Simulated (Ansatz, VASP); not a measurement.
**One calculation of Ti4Pt3, two programs**

```
CELL_PARAMETERS angstrom
5.12643 0.00000 0.00000
0.00000 5.12643 0.00000
0.00000 0.00000 5.12643
ATOMIC_POSITIONS crystal
Ti 0.50000 0.00000 0.00000
Ti 0.00000 0.50000 0.00000
Ti 0.00000 0.00000 0.50000
Ti 0.00000 0.00000 0.00000
Pt 0.00000 0.50000 0.50000
Pt 0.50000 0.00000 0.50000
Pt 0.50000 0.50000 0.00000
```

Alike in both runs: functional PBE; k mesh 8 × 8 × 8; occupations gaussian, width 0.1 eV; no spin polarisation.

Ansatz relaxed the structure, and its values are those at the end. VASP's run is a single point on that final structure, the one shown.

|  | VASP | Ansatz |
| --- | --- | --- |
| version | VASP 6.6.1 | Ansatz 0.2.0 |
| potentials or method | VASP PAW PBE potentials, release 64 (Ti_sv, Pt), cutoff 520 eV | scalar-relativistic, plane waves, PAW |
| valence electrons in the cell | 78 | 102 |

VASP gave:

```
gap on the k mesh at the Fermi level (eV) : none
pressure (GPa)                            : -0.1
```

Question: Estimate Ansatz's values.

Answer: gap on the k mesh at the Fermi level (eV): none; pressure (GPa): 0.0.

A gap of «none» marks a metal or a gap that the smearing closes. VASP's potentials hold 78 valence electrons a cell and Ansatz's 102, so a difference there can come from the potentials and not from the codes.

Spin-orbit coupling is off throughout.
